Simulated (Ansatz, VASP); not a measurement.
# Ni: VASP beside Ansatz

```
CELL_PARAMETERS angstrom
0.00000 1.72321 1.72321
1.72321 0.00000 1.72321
1.72321 1.72321 0.00000
ATOMIC_POSITIONS crystal
Ni 0.00000 0.00000 0.00000
```

Alike in both runs: task single point; functional PBE; k mesh 24 × 24 × 24; occupations gaussian, width 0.15 eV; no spin polarisation.

```csv
,VASP,Ansatz
version,VASP 6.6.1,Ansatz 0.2.0
potentials or method,"VASP PAW PBE potentials, release 64 (Ni), cutoff 520 eV","scalar-relativistic, plane waves, PAW"
valence electrons in the cell,10,18
```

VASP gave:

* gap on the k mesh at the Fermi level (eV): none
* pressure (GPa): 13.1

**Question.** What did Ansatz give for the same quantities?

**Answer.** gap on the k mesh at the Fermi level (eV): none; pressure (GPa): 13.3.

A gap of «none» marks a metal or a gap that the smearing closes. VASP's potentials hold 10 valence electrons a cell and Ansatz's 18, so a difference there can come from the potentials and not from the codes.
